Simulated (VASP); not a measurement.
# InSb3 (Fm-3m) in VASP: notebook, part 2 of 2

VASP 6.6.1. The steps go on from the part before.

### 3 Single point, r2SCAN (25.23 Å³/atom)

This run uses another cell than the first one, of 25.23 Å³/atom.

The input, POSCAR:

```
InSb3
1.0
    0.0000000000      3.6954234213      3.6954234213
    3.6954234213      0.0000000000      3.6954234213
    3.6954234213      3.6954234213      0.0000000000
In Sb
1 3
Direct
    0.0000000000      0.0000000000      0.0000000000
    0.2500000000      0.2500000000      0.2500000000
    0.7500000000      0.7500000000      0.7500000000
    0.5000000000      0.5000000000      0.5000000000
```

The input, INCAR.step1:

```
SYSTEM = InSb3
ALGO = Normal ; EDIFF = 1E-4
ENCUT = 520 ; GGA = PE
ISMEAR = 0 ; LASPH = .True.
LCHARG = .False. ; LREAL = .False.
LWAVE = .True. ; NBANDS = 22
NELM = 80 ; PREC = Accurate
SIGMA = 0.1
```

The input, INCAR.step2:

```
SYSTEM = InSb3
ALGO = Normal ; EDIFF = 1E-7
ENCUT = 520 ; ISIF = 2
ISMEAR = 0 ; ISTART = 1
LASPH = .True. ; LCHARG = .False.
LMIXTAU = .True. ; LREAL = .False.
LWAVE = .False. ; METAGGA = R2SCAN
NBANDS = 22 ; NELM = 80
PREC = Accurate ; SIGMA = 0.1
```

The input, KPOINTS:

```
k-points
0
Gamma
  10 10 10
  0 0 0
```

Potentials or basis: VASP PAW PBE potentials, release 64 (In_d, Sb).

Started as:

```bash
> cat potpaw_PBE.64/In_d/POTCAR potpaw_PBE.64/Sb/POTCAR > POTCAR
> cp INCAR.step1 INCAR
> mpirun -np 1 vasp_std > vasp.out
> cp INCAR.step2 INCAR
> mpirun -np 1 vasp_std > vasp.out
```

OUTCAR:

```text
SYSTEM = InSb3
   EDIFF = 1E-7
   ENCUT = 520
   ISIF = 2
   ISMEAR = 0
   ISTART = 1
   LASPH = .True.
   LREAL = .False.
   METAGGA = R2SCAN
   NELM = 80
   PREC = Accurate

 ion  position               nearest neighbor table
   1  0.000  0.000  0.000-   2 3.20   3 3.20   3 3.20   3 3.20   3 3.20   2 3.20   2 3.20   2 3.20
                             4 3.70   4 3.70   4 3.70   4 3.70   4 3.70   4 3.70
   2  0.250  0.250  0.250-   1 3.20   4 3.20   1 3.20   1 3.20   1 3.20   4 3.20   4 3.20   4 3.20
                             3 3.70   3 3.70   3 3.70   3 3.70   3 3.70   3 3.70
   3  0.750  0.750  0.750-   1 3.20   4 3.20   4 3.20   4 3.20   4 3.20   1 3.20   1 3.20   1 3.20
                             2 3.70   2 3.70   2 3.70   2 3.70   2 3.70   2 3.70
   4  0.500  0.500  0.500-   2 3.20   3 3.20   2 3.20   2 3.20   2 3.20   3 3.20   3 3.20   3 3.20
                             1 3.70   1 3.70   1 3.70   1 3.70   1 3.70   1 3.70

  LATTYP: Found a face centered cubic cell.
 ALAT       =     7.3908468426

  Lattice vectors:

 A1 = (   0.0000000000,   3.6954234213,   3.6954234213)
 A2 = (   3.6954234213,   0.0000000000,   3.6954234213)
 A3 = (   3.6954234213,   3.6954234213,   0.0000000000)

Analysis of symmetry for initial positions (statically):
[... 173 lines left out ...]
  free energy    TOTEN  =       -98.59114540 eV

  energy without entropy =      -98.58315895  energy(sigma->0) =      -98.58715218

 E-fermi :   8.9195     XC(G=0): -11.1267

 val. band max:        8.9056687037   @ k =  -0.3000   0.1000   0.0000
 cond. band min:       8.9301825867   @ k =   0.2000   0.0000   0.0000
 fundamental gap:      0.0245138830
 Fermi energy:         8.9195030921

 k-point     1 :       0.0000    0.0000    0.0000
  band No.  band energies     occupation
      1      -6.2562      2.00000
      2      -6.2562      2.00000
      3      -6.2562      2.00000
      4      -6.2064      2.00000
      5      -6.2064      2.00000
      6      -4.5020      2.00000
[... 589 lines left out ...]
     21      13.9356      0.00000
     22      14.1440      0.00000

 [... further k-points ...]
[... 5 lines left out ...]
  --------------------------------------------------------------------------------------
  -------------------------------------------------------------------------------------
  Total        2.5112726      2.5112726      2.5112726      0.0000000      0.0000000      0.0000000
  in kB       39.8640874     39.8640874     39.8640874      0.0000000      0.0000000      0.0000000
  external PRESSURE =      39.8640874 kB  Pullay stress =       0.0000000 kB

 VOLUME and BASIS-vectors are now :
 -----------------------------------------------------------------------------
  energy-cutoff  :      520.00
  volume of cell :      100.93
      direct lattice vectors                 reciprocal lattice vectors
     0.000000000  3.695423421  3.695423421    -0.135302493  0.135302493  0.135302493
     3.695423421  0.000000000  3.695423421     0.135302493 -0.135302493  0.135302493
     3.695423421  3.695423421  0.000000000     0.135302493  0.135302493 -0.135302493

 POSITION                                       TOTAL-FORCE (eV/Angst)
 -----------------------------------------------------------------------------------
      0.00000      0.00000      0.00000         0.000000     -0.000000      0.000000
      1.84771      1.84771      1.84771         0.000000      0.000000      0.000000
      5.54314      5.54314      5.54314        -0.000000      0.000000     -0.000000
      3.69542      3.69542      3.69542         0.000000     -0.000000      0.000000
 -----------------------------------------------------------------------------------
    total drift:                               -0.000000      0.000000      0.000000

  FREE ENERGIE OF THE ION-ELECTRON SYSTEM (eV)
  ---------------------------------------------------
  free  energy   TOTEN  =       -98.5911453977 eV

  energy  without entropy=      -98.5831589525  energy(sigma->0) =      -98.58715218
```

OSZICAR.step1:

```text
N       E                     dE             d eps       ncg     rms          rms(c)
DAV:   1     0.191228914434E+03    0.19123E+03   -0.11095E+04  2068   0.121E+03
DAV:   2     0.200850079077E+01   -0.18922E+03   -0.18244E+03  2298   0.299E+02
DAV:   3    -0.136862783169E+02   -0.15695E+02   -0.15127E+02  2632   0.870E+01
DAV:   4    -0.142121179815E+02   -0.52584E+00   -0.52427E+00  2328   0.163E+01
DAV:   5    -0.142365040166E+02   -0.24386E-01   -0.24384E-01  3040   0.372E+00    0.422E+00
DAV:   6    -0.142057357682E+02    0.30768E-01   -0.58388E-02  2662   0.324E+00    0.234E+00
DAV:   7    -0.141977625511E+02    0.79732E-02   -0.26460E-02  2866   0.172E+00    0.264E-01
DAV:   8    -0.141973424929E+02    0.42006E-03   -0.24672E-03  2550   0.605E-01    0.803E-02
DAV:   9    -0.141973800025E+02   -0.37510E-04   -0.18960E-04  1900   0.975E-02
   1 F= -.14197380E+02 E0= -.14193544E+02  d E =-.767121E-02
```

Run time: 7 min. Hardware: 1 thread of Intel Xeon 6975P-C (Granite Rapids), shared host; peak memory 0.32 GiB.

Results:

```yaml
Free_energy: -98.5911 eV
Pressure: 4.0 GPa
Band_gap_on_the_k_mesh: zero (bands 14 and 15 overlap by 3.17 eV)
```

Levels at points of the mesh, in eV from the Fermi level:
| k point | band 11 | band 12 | band 13 | band 14 | band 15 | band 16 | band 17 | band 18 |
| --- | --- | --- | --- | --- | --- | --- | --- | --- |
| (0.00, 0.00, 0.00) | -2.86 | -2.75 | -2.75 | -2.75 | -1.84 | -0.87 | -0.87 | -0.87 |
| (0.50, 0.00, 0.00) | -3.93 | -3.02 | -3.02 | -0.02 | 0.13 | 2.19 | 2.19 | 3.34 |
| (0.50, 0.50, 0.00) | -5.80 | 0.80 | 0.99 | 0.99 | 1.85 | 1.95 | 2.02 | 2.02 |

Caveat: the cell stands under pressure; the PAW data sets were made with another functional, which shifts forces and pressure a little; spin-orbit coupling is left out, which moves the levels of the heavy elements.

### 4 Single point, r2SCAN (26.04 Å³/atom)

This run uses another cell than the first one, of 26.04 Å³/atom.

The input, POSCAR:

```
InSb3
1.0
    0.0000000000      3.7343254740      3.7343254740
    3.7343254740      0.0000000000      3.7343254740
    3.7343254740      3.7343254740      0.0000000000
In Sb
1 3
Direct
    0.0000000000      0.0000000000      0.0000000000
    0.2500000000      0.2500000000      0.2500000000
    0.7500000000      0.7500000000      0.7500000000
    0.5000000000      0.5000000000      0.5000000000
```

The input, INCAR.step1:

```
PREC = Accurate
ENCUT = 520
ISMEAR = 0
SIGMA = 0.1
LREAL = False
LASPH = True
NELM = 100
NBANDS = 22
GGA = PE
ALGO = Normal
EDIFF = 1E-4
LWAVE = True
LCHARG = False
```

The input, INCAR.step2:

```
PREC = Accurate
ENCUT = 520
EDIFF = 1E-7
ISMEAR = 0
SIGMA = 0.1
LREAL = False
LASPH = True
NELM = 100
ALGO = Normal
ISIF = 2
LWAVE = False
LCHARG = False
METAGGA = R2SCAN
LMIXTAU = True
NBANDS = 22
ISTART = 1
```

The input, KPOINTS:

```
Automatic mesh
0
Gamma
  10 10 10
```

Started as:

```bash
> cat potpaw_PBE.64/In_d/POTCAR potpaw_PBE.64/Sb/POTCAR > POTCAR
> cp INCAR.step1 INCAR
> mpirun -np 1 vasp_std > vasp.out
> cp INCAR.step2 INCAR
> mpirun -np 1 vasp_std > vasp.out
```

It took 8 min on 1 thread of Intel Xeon 6975P-C (Granite Rapids), shared host; peak memory 0.32 GiB.

Results (log left out):

```yaml
Free_energy: -98.6490 eV
Pressure: 1.8 GPa
Band_gap_on_the_k_mesh: zero (bands 14 and 15 overlap by 3.16 eV)
```

Levels at points of the mesh, in eV from the Fermi level:
| k point | band 11 | band 12 | band 13 | band 14 | band 15 | band 16 | band 17 | band 18 |
| --- | --- | --- | --- | --- | --- | --- | --- | --- |
| (0.00, 0.00, 0.00) | -2.76 | -2.66 | -2.66 | -2.66 | -1.99 | -0.81 | -0.81 | -0.81 |
| (0.50, 0.00, 0.00) | -3.81 | -2.91 | -2.91 | -0.09 | 0.04 | 2.13 | 2.13 | 3.33 |
| (0.50, 0.50, 0.00) | -5.61 | 0.68 | 0.93 | 0.93 | 1.69 | 1.86 | 1.96 | 1.96 |

Caveat: the PAW data sets were made with another functional, which shifts forces and pressure a little; spin-orbit coupling is left out, which moves the levels of the heavy elements.

### 5 Single point, r2SCAN

This run uses another cell than the first one, of 26.84 Å³/atom.

The input, POSCAR:

```
InSb3
1.0
    0.0000000000      3.7724334680      3.7724334680
    3.7724334680      0.0000000000      3.7724334680
    3.7724334680      3.7724334680      0.0000000000
In Sb
1 3
Direct
    0.0000000000      0.0000000000      0.0000000000
    0.2500000000      0.2500000000      0.2500000000
    0.7500000000      0.7500000000      0.7500000000
    0.5000000000      0.5000000000      0.5000000000
```

The input, INCAR.step1:

```
PREC = Accurate ; ENCUT = 520
ISMEAR = 0 ; SIGMA = 0.1
LREAL = F ; LASPH = T
NELM = 60 ; NBANDS = 22
GGA = PE ; ALGO = Normal
EDIFF = 1E-4 ; LWAVE = T
LCHARG = F
```

The input, INCAR.step2:

```
PREC = Accurate ; ENCUT = 520
EDIFF = 1E-7 ; ISMEAR = 0
SIGMA = 0.1 ; LREAL = F
LASPH = T ; NELM = 60
ALGO = Normal ; ISIF = 2
LWAVE = F ; LCHARG = F
METAGGA = R2SCAN ; LMIXTAU = T
NBANDS = 22 ; ISTART = 1
```

The input, KPOINTS:

```
regular mesh
0
Gamma
  10 10 10
```

Started as:

```bash
> cat potpaw_PBE.64/In_d/POTCAR potpaw_PBE.64/Sb/POTCAR > POTCAR
> cp INCAR.step1 INCAR
> mpirun -np 1 vasp_std > vasp.out
> cp INCAR.step2 INCAR
> mpirun -np 1 vasp_std > vasp.out
```

Wall time 8.5 min (1 thread of Intel Xeon 6975P-C (Granite Rapids), shared host); peak memory 0.33 GiB.

The run converged. Its results:

- Free energy: -98.6665 eV
- Pressure: 0.0 GPa
- Band gap on the k mesh: zero (bands 14 and 15 overlap by 3.25 eV)

Levels at points of the mesh, in eV from the Fermi level:
| k point | band 10 | band 11 | band 12 | band 13 | band 14 | band 15 | band 16 | band 17 | band 18 | band 19 |
| --- | --- | --- | --- | --- | --- | --- | --- | --- | --- | --- |
| (0.00, 0.00, 0.00) | -2.67 | -2.67 | -2.57 | -2.57 | -2.57 | -2.13 | -0.76 | -0.76 | -0.76 | 3.83 |
| (0.50, 0.00, 0.00) | -3.69 | -3.69 | -2.79 | -2.79 | -0.16 | -0.03 | 2.08 | 2.08 | 3.31 | 3.31 |
| (0.50, 0.50, 0.00) | -5.42 | -5.42 | 0.57 | 0.89 | 0.89 | 1.54 | 1.77 | 1.90 | 1.90 | 4.47 |

Caveat: the PAW data sets were made with another functional, which shifts forces and pressure a little; spin-orbit coupling is left out, which moves the levels of the heavy elements.

### 6 Overview

| task | cell | cutoff (eV) | gap on the mesh (eV) | pressure (GPa) |
| --- | --- | --- | --- | --- |
| relaxation of cell and atoms | relaxed from a = 5.366 Å, angles 60.0°, 4 atoms | 600 | - | 0.0 |
| single point | a = 5.226 Å, angles 60.0°, 4 atoms | 520 | none | 4.0 |
| single point | a = 5.281 Å, angles 60.0°, 4 atoms | 520 | none | 1.8 |
| single point | a = 5.335 Å, angles 60.0°, 4 atoms | 520 | none | 0.0 |

Alike in all rows: level r2SCAN; potentials or basis VASP PAW PBE potentials, release 64 (In_d, Sb); no spin polarisation; k mesh 10 × 10 × 10; smearing gaussian 0.1 eV.

Caveats: the PAW data sets were made with another functional, which shifts forces and pressure a little; spin-orbit coupling is left out, which moves the levels of the heavy elements; the highest band is partly filled, so the run has too few bands (at least some runs); the cell stands under pressure (at least some runs).

Total energies depend on the potentials used, so only differences within one code and one set of settings carry meaning.
